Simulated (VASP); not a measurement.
# CsO (Immm) in VASP: notebook, part 3 of 3

VASP 6.6.1. The steps go on from the part before.

## (5) Single point, LDA (strain +0.0450 x Voigt [0, 1, 0, 0, 0, 0])

File INCAR:

```
ALGO = Normal
EDIFF = 1E-6
ENCUT = 520
GGA = CA
ISIF = 2
ISMEAR = 0
LASPH = T
LCHARG = F
LREAL = F
LWAVE = F
NBANDS = 23
NELM = 60
PREC = Accurate
SIGMA = 0.05
```

File KPOINTS:

```
k-points
0
Gamma
  8 8 8
```

File POSCAR:

```
CsO
1.0
   -2.1610000000      3.3596750000      3.7585000000
    2.1610000000     -3.3596750000      3.7585000000
    2.1610000000      3.3596750000     -3.7585000000
Cs O
2 2
Direct
    0.2500000000      0.2500000000      0.0000000000
    0.7500000000      0.7500000000      0.0000000000
    0.6200000000      0.0000000000      0.6200000000
    0.3800000000      0.0000000000      0.3800000000
```

Potentials or basis: VASP PAW LDA potentials, release 64 (Cs_sv, O).

Launch:

```sh
cat potpaw_LDA.64/Cs_sv/POTCAR potpaw_LDA.64/O/POTCAR > POTCAR
mpirun -np 1 vasp_std > vasp.out
```

OUTCAR:

```text
EDIFF = 1E-6
   ENCUT = 520
   GGA = CA
   ISIF = 2
   ISMEAR = 0
   LASPH = T
   LREAL = F
   NELM = 60
   PREC = Accurate

 ion  position               nearest neighbor table
   1  0.250  0.250  0.000-
   2  0.750  0.750  0.000-
   3  0.620  0.000  0.620-   4 1.61
   4  0.380  0.000  0.380-   3 1.61

  LATTYP: Found a body centered orthorhombic cell.
 ALAT       =     4.3220000000
 B/A-ratio  =     1.5546853309
 C/A-ratio  =     1.7392410921

  Lattice vectors:

 A1 = (  -2.1610000000,   3.3596750000,   3.7585000000)
 A2 = (   2.1610000000,  -3.3596750000,   3.7585000000)
 A3 = (   2.1610000000,   3.3596750000,  -3.7585000000)

Analysis of symmetry for initial positions (statically):
=====================================================================
 Subroutine PRICEL returns:
 Original cell was already a primitive cell.

 Routine SETGRP: Setting up the symmetry group for a
 body centered orthorhombic supercell.

 Subroutine GETGRP returns: Found  8 space group operations
 (whereof  8 operations were pure point group operations)
 out of a pool of  8 trial point group operations.

The static configuration has the point symmetry D_2h.

Analysis of symmetry for dynamics (positions and initial velocities):
=====================================================================
 Subroutine PRICEL returns:
 Original cell was already a primitive cell.

 Routine SETGRP: Setting up the symmetry group for a
 body centered orthorhombic supercell.

 Subroutine GETGRP returns: Found  8 space group operations
 (whereof  8 operations were pure point group operations)
 out of a pool of  8 trial point group operations.

The dynamic configuration has the point symmetry D_2h.

 Subroutine INISYM returns: Found  8 space group operations
 (whereof  8 operations are pure point group operations),
 and found     1 'primitive' translations

----------------------------------------------------------------------------------------

                                     Primitive cell

  volume of cell :     109.1507

  direct lattice vectors                    reciprocal lattice vectors
    -2.161000000  3.359675000  3.758500000     0.000000000  0.148823919  0.133031795
     2.161000000 -3.359675000  3.758500000     0.231374364  0.000000000  0.133031795
     2.161000000  3.359675000 -3.758500000     0.231374364  0.148823919  0.000000000

  length of vectors
     5.484857278  5.484857278  5.484857278     0.199614672  0.266892403  0.275104807

  position of ions in fractional coordinates (direct lattice)
     0.250000000  0.250000000  0.000000000
     0.750000000  0.750000000  0.000000000
     0.620000000  0.000000000  0.620000000
     0.380000000  0.000000000  0.380000000

  ion indices of the primitive-cell ions
   primitive index   ion index
                 1           1
                 2           2
                 3           3
                 4           4

----------------------------------------------------------------------------------------

 KPOINTS: k-points

Automatic generation of k-mesh.
 Grid dimensions read from file:
 generate k-points for:    8    8    8

 Generating k-lattice:

  Cartesian coordinates                     Fractional coordinates (reciprocal lattice)
     0.000000000  0.018602990  0.016628974     0.125000000  0.000000000  0.000000000
     0.028921795  0.000000000  0.016628974     0.000000000  0.125000000  0.000000000
     0.028921795  0.018602990  0.000000000     0.000000000  0.000000000  0.125000000

  Length of vectors
     0.024951834  0.033361550  0.034388101

  Shift w.r.t. Gamma in fractional coordinates (k-lattice)
     0.000000000  0.000000000  0.000000000

 Subroutine IBZKPT returns following result:
 ===========================================

 Found     95 irreducible k-points:

 Following reciprocal coordinates:
            Coordinates               Weight
  0.000000  0.000000  0.000000      1.000000
  0.125000  0.000000 -0.000000      4.000000
  0.250000  0.000000 -0.000000      4.000000
  0.375000  0.000000 -0.000000      4.000000
  0.500000  0.000000 -0.000000      2.000000
  0.000000  0.125000 -0.000000      4.000000
[... 16 lines left out ...]
  0.125000  0.375000  0.000000      8.000000
  0.250000  0.375000  0.000000      8.000000
 [... further k-points ...]
   k-points           NKPTS =     95   k-points in BZ     NKDIM =     95   number of bands    NBANDS=     23
   number of dos      NEDOS =    301   number of ions     NIONS =      4
   total plane-waves  NPLWV =  74088
   dimension x,y,z NGX =    42 NGY =   42 NGZ =   42
   dimension x,y,z NGXF=    84 NGYF=   84 NGZF=   84
   ions per type =               2   2
   NGX,Y,Z   is equivalent  to a cutoff of  12.73, 12.73, 12.73 a.u.
   NGXF,Y,Z  is equivalent  to a cutoff of  25.46, 25.46, 25.46 a.u.
 SYSTEM =  unknown system
   PREC   = accura    normal or accurate (medium, high low for compatibility)
   ISTART =      0    job   : 0-new  1-cont  2-samecut
   ICHARG =      2    charge: 1-file 2-atom 10-const
   ISPIN  =      1    spin polarized calculation?
   LNONCOLLINEAR =      F non collinear calculations
   LSORBIT =      F    spin-orbit coupling
   LASPH  =      T    aspherical Exc in radial PAW
   ENCUT  =  520.0 eV  38.22 Ry    6.18 a.u.  10.20 10.20 10.20*2*pi/ulx,y,z
   NELM   =     60;   NELMIN=  2; NELMDL= -5     # of ELM steps
   EDIFF  = 0.1E-05   stopping-criterion for ELM
   LREAL  =      F    real-space projection
   EDIFFG = 0.1E-04   stopping-criterion for IOM
   NSW    =      0    number of steps for IOM
   IBRION =     -1    ionic relax: 0-MD 1-quasi-New 2-CG
   NFREE  =      0    steps in history (QN), initial steepest desc. (CG)
   ISIF   =      2    stress and relaxation
   ISYM   =      2    0-nonsym 1-usesym 2-fastsym
   POTIM  = 0.5000    time-step for ionic-motion
   TEBEG  =    0.0;   TEEND  =   0.0 temperature during run
   PSTRESS=    0.0 pullay stress
   NELECT =      30.0000    total number of electrons
   NUPDOWN=      -1.0000    fix difference up-down
   EMIN   =  10.00;   EMAX   =-10.00  energy-range for DOS
   EFERMI =   0.00;   METHOD = LEGACY
   ISMEAR =     0;   SIGMA  =   0.05  broadening in eV -4-tet -1-fermi 0-gaus
   EFERMI_NEDOS =   21; number of points for ismear=-14 and -15
   IALGO  =     38    algorithm
   IMIX   =      4    mixing-type and parameters
     AMIX     =   0.40;   BMIX     =  1.00
     AMIX_MAG =   1.60;   BMIX_MAG =  1.00
  volume/ion in A,a.u.               =      27.29       184.15
  Fermi-wavevector in a.u.,A,eV,Ry     =   1.064404  2.011431 15.414793  1.132955
  Thomas-Fermi vector in A             =   2.199921
   LORBIT       =      0    0 simple, 1 ext, 2 COOP (PROOUT), +10 PAW based schemes
   GGA     = CA    functional components
   LHFCALC =     F    Hartree Fock is set to
   AEXX    =    0.0000 exact exchange contribution
   IVDW    =     0    specifies the selected vdW correction
   LEPSILON=     F    determine dielectric tensor
   LRPA    =     F    only Hartree local field effects (RPA)
 non-spin polarized calculation
 Gauss-broadening in eV      SIGMA  =   0.05
  energy-cutoff  :      520.00
  volume of cell :      109.15
 maximum number of plane-waves:      2978
 NGX is ok and might be reduce to    42
   NGX = 21   NGY = 21   NGZ = 21

 number of electron      30.0000005 magnetization

 Free energy of the ion-electron system (eV)
  ---------------------------------------------------
  ext. energy  EPLUGINS =         0.00000000
  ---------------------------------------------------
  free energy    TOTEN  =       -17.67766728 eV

  energy without entropy =      -17.67766728  energy(sigma->0) =      -17.67766728

 E-fermi :   1.9204     XC(G=0):  -8.7253

 val. band max:        1.6645827439   @ k =   0.0000   0.0000   0.0000
 cond. band min:       3.2168321420   @ k =   0.1250  -0.1250   0.1250
 fundamental gap:      1.5522493981
 Fermi energy:         1.9204030668

 k-point     1 :       0.0000    0.0000    0.0000
  band No.  band energies     occupation
      1     -20.0372      2.00000
      2     -19.5379      2.00000
      3     -17.0189      2.00000
      4     -12.5165      2.00000
      5      -7.2511      2.00000
      6      -7.2375      2.00000
[... 15 lines left out ...]
     22       8.0461      0.00000
     23       8.1225      0.00000
[... 575 lines left out ...]
      1     -19.7049      2.00000
      2     -19.6950      2.00000
      3     -17.2106      2.00000
      4     -12.5298      2.00000
      5      -7.2747      2.00000
      6      -7.1246      2.00000
[... 15 lines left out ...]
     22       8.6193      0.00000
     23       8.8007      0.00000

 [... further k-points ...]
[... 5 lines left out ...]
  --------------------------------------------------------------------------------------
  -------------------------------------------------------------------------------------
  Total       -2.1085919     -5.3262616     -2.1538441      0.0000000      0.0000000      0.0000000
  in kB      -30.9511314    -78.1819498    -31.6153702      0.0000000      0.0000000      0.0000000
  external PRESSURE =     -46.9161505 kB  Pullay stress =       0.0000000 kB

 VOLUME and BASIS-vectors are now :
 -----------------------------------------------------------------------------
  energy-cutoff  :      520.00
  volume of cell :      109.15
      direct lattice vectors                 reciprocal lattice vectors
    -2.161000000  3.359675000  3.758500000     0.000000000  0.148823919  0.133031795
     2.161000000 -3.359675000  3.758500000     0.231374364  0.000000000  0.133031795
     2.161000000  3.359675000 -3.758500000     0.231374364  0.148823919  0.000000000

 POSITION                                       TOTAL-FORCE (eV/Angst)
 -----------------------------------------------------------------------------------
      0.00000      0.00000      1.87925         0.000000     -0.000000      0.268595
      0.00000      0.00000      5.63775        -0.000000     -0.000000     -0.268595
      0.00000      4.16600      0.00000        -0.000000     -1.906007      0.000000
      0.00000      2.55335      0.00000        -0.000000      1.906007      0.000000
 -----------------------------------------------------------------------------------
    total drift:                               -0.000000     -0.000000      0.000000

  FREE ENERGIE OF THE ION-ELECTRON SYSTEM (eV)
  ---------------------------------------------------
  free  energy   TOTEN  =       -17.6776672815 eV

  energy  without entropy=      -17.6776672815  energy(sigma->0) =      -17.67766728
```

OSZICAR:

```text
N       E                     dE             d eps       ncg     rms          rms(c)
DAV:   1     0.195526223274E+03    0.19553E+03   -0.13620E+04  4370   0.114E+03
DAV:   2    -0.597335118999E+01   -0.20150E+03   -0.19118E+03  6163   0.224E+02
DAV:   3    -0.210262608794E+02   -0.15053E+02   -0.14976E+02  5747   0.681E+01
DAV:   4    -0.211617227377E+02   -0.13546E+00   -0.13544E+00  5368   0.726E+00
DAV:   5    -0.211627543167E+02   -0.10316E-02   -0.10315E-02  5876   0.571E-01    0.969E+00
DAV:   6    -0.179832718273E+02    0.31795E+01   -0.73058E+00  4948   0.215E+01    0.371E+00
DAV:   7    -0.178045426743E+02    0.17873E+00   -0.15643E+00  5381   0.633E+00    0.239E+00
DAV:   8    -0.177093542202E+02    0.95188E-01   -0.51592E-01  4898   0.401E+00    0.114E+00
DAV:   9    -0.176817187088E+02    0.27636E-01   -0.23783E-01  5703   0.248E+00    0.555E-01
DAV:  10    -0.176795261899E+02    0.21925E-02   -0.58803E-02  5363   0.123E+00    0.288E-01
DAV:  11    -0.176776040271E+02    0.19222E-02   -0.78850E-03  4799   0.482E-01    0.409E-02
DAV:  12    -0.176777028986E+02   -0.98872E-04   -0.11512E-03  5600   0.160E-01    0.440E-02
DAV:  13    -0.176776714418E+02    0.31457E-04   -0.33193E-04  5391   0.884E-02    0.168E-02
DAV:  14    -0.176776674488E+02    0.39930E-05   -0.45869E-05  5276   0.349E-02    0.453E-03
DAV:  15    -0.176776672815E+02    0.16735E-06   -0.21488E-06  4271   0.832E-03
   1 F= -.17677667E+02 E0= -.17677667E+02  d E =-.235686E-15
```

stdout:

```text
POSCAR found type information on POSCAR CsO
 POSCAR found :  2 types and       4 ions
 scaLAPACK will be used
 LDA part: xc-table for (Slater(with rela. corr.)+CA(PZ))
 , standard interpolation
 POSCAR, INCAR and KPOINTS ok, starting setup
 FFT: planning ... GRIDC
 FFT: planning ... GRID_SOFT
 FFT: planning ... GRID
 WAVECAR not read
 entering main loop
```

Wall time 2.2 min (1 thread of AMD EPYC 9R45 (Zen 5), shared host); peak memory 0.31 GiB.

Results:

```
Free energy            : -17.6777 eV
Pressure               : -4.7 GPa
Largest force          : 1.906 eV/Å
Band gap on the k mesh : 1.55 eV (least direct gap 1.68 eV)
```

Forces on the atoms (eV/Å):
```
Cs   0.000  0.000  0.269
Cs   0.000  0.000 -0.269
O    0.000 -1.906  0.000
O    0.000  1.906  0.000
```

Stress tensor (GPa, compression positive):
```
-3.10  0.00  0.00
 0.00 -7.82  0.00
 0.00  0.00 -3.16
```

Levels at points of the mesh, in eV from the valence-band top:
```tsv
k point	band 13	band 14	band 15	band 16	band 17	band 18
(0.00, 0.00, 0.00)	-3.10	-0.61	0.00	1.77	1.89	3.18
(0.50, 0.00, 0.00)	-2.94	-0.45	-0.39	2.26	3.34	3.97
(0.00, 0.50, 0.00)	-2.65	-0.68	-0.39	2.52	2.99	4.91
(0.50, 0.50, 0.00)	-2.69	-0.73	-0.63	2.37	3.11	3.25
(0.50, 0.50, 0.50)	-2.82	-0.53	-0.36	2.32	2.60	3.91
```

Caveat: the cell differs from its parent crystal (strain +0.0450 x Voigt [0, 1, 0, 0, 0, 0]); the cell stands under tension; spin-orbit coupling is left out, which moves the levels of the heavy elements; forces of over 1 eV/Å act on the atoms, so gaps and moduli don't describe the material at rest. A k mesh can miss the band edges.

## (6) Single point, LDA (strain +0.0600 x Voigt [0, 1, 0, 0, 0, 0])

File INCAR:

```
ALGO = Normal
EDIFF = 1E-7
ENCUT = 520
ISIF = 2
ISMEAR = 0
LASPH = T
LCHARG = T
LELF = T
LREAL = F
LVHAR = T
LWAVE = F
NBANDS = 23
NELM = 80
PREC = Accurate
SIGMA = 0.05
```

KPOINTS is that of step 5.

File POSCAR:

```
CsO
1.0
   -2.1610000000      3.4079000000      3.7585000000
    2.1610000000     -3.4079000000      3.7585000000
    2.1610000000      3.4079000000     -3.7585000000
Cs O
2 2
Direct
    0.2500000000      0.2500000000      0.0000000000
    0.7500000000      0.7500000000      0.0000000000
    0.6200000000      0.0000000000      0.6200000000
    0.3800000000      0.0000000000      0.3800000000
```

Potentials or basis: VASP PAW LDA potentials, release 64 (Cs_sv, O).

Launch:

```sh
cat potpaw_LDA.64/Cs_sv/POTCAR potpaw_LDA.64/O/POTCAR > POTCAR
mpirun -np 1 vasp_std > vasp.out
```

Wall time 2.3 min (1 thread of AMD EPYC 9R45 (Zen 5), shared host); peak memory 0.31 GiB.

It converged, with:

* Free energy: -17.5984 eV
* Pressure: -5.0 GPa
* Largest force: 2.102 eV/Å
* Band gap on the k mesh: 1.53 eV (least direct gap 1.65 eV)

Forces on the atoms (eV/Å):
```
Cs   0.000  0.000  0.285
Cs   0.000  0.000 -0.285
O    0.000 -2.102  0.000
O    0.000  2.102  0.000
```

Stress tensor (GPa, compression positive):
```
-3.22  0.00  0.00
 0.00 -8.53  0.00
 0.00  0.00 -3.19
```

Levels at points of the mesh, in eV from the valence-band top:
| k point | band 13 | band 14 | band 15 | band 16 | band 17 | band 18 |
| --- | --- | --- | --- | --- | --- | --- |
| (0.00, 0.00, 0.00) | -2.95 | -0.58 | 0.00 | 1.71 | 1.93 | 3.26 |
| (0.50, 0.00, 0.00) | -2.79 | -0.42 | -0.37 | 2.17 | 3.34 | 4.04 |
| (0.00, 0.50, 0.00) | -2.51 | -0.65 | -0.39 | 2.39 | 3.04 | 4.91 |
| (0.50, 0.50, 0.00) | -2.54 | -0.71 | -0.60 | 2.27 | 3.16 | 3.28 |
| (0.50, 0.50, 0.50) | -2.68 | -0.49 | -0.34 | 2.42 | 2.45 | 3.97 |

Caveat: the cell differs from its parent crystal (strain +0.0600 x Voigt [0, 1, 0, 0, 0, 0]); the cell stands under tension; spin-orbit coupling is left out, which moves the levels of the heavy elements; forces of over 1 eV/Å act on the atoms, so gaps and moduli don't describe the material at rest.

## (7) Summary

| cell | gap on the mesh (eV) | pressure (GPa) | largest force (eV/Å) |
| --- | --- | --- | --- |
| a = 5.285 Å, angles 131.7, 110.2, 89.3°, 4 atoms | 1.47 | -0.7 | 0.56 |
| a = 5.341 Å, angles 132.3, 108.5, 90.5°, 4 atoms | 1.56 | -2.3 | 0.38 |
| a = 5.426 Å, angles 133.1, 106.1, 92.3°, 4 atoms | 1.58 | -3.9 | 1.42 |
| a = 5.485 Å, angles 133.6, 104.5, 93.5°, 4 atoms | 1.55 | -4.7 | 1.91 |
| a = 5.515 Å, angles 133.9, 103.7, 94.1°, 4 atoms | 1.53 | -5.0 | 2.10 |

Alike in all rows: task single point; level LDA; potentials or basis VASP PAW LDA potentials, release 64 (Cs_sv, O); no spin polarisation; k mesh 8 × 8 × 8; cutoff (eV) 520; smearing gaussian 0.05 eV.

Caveats: spin-orbit coupling is left out, which moves the levels of the heavy elements; the cell stands under tension (at least some runs); forces of over 1 eV/Å act on the atoms, so gaps and moduli don't describe the material at rest (at least some runs).

Total energies depend on the potentials used, so only differences within one code and one set of settings carry meaning.
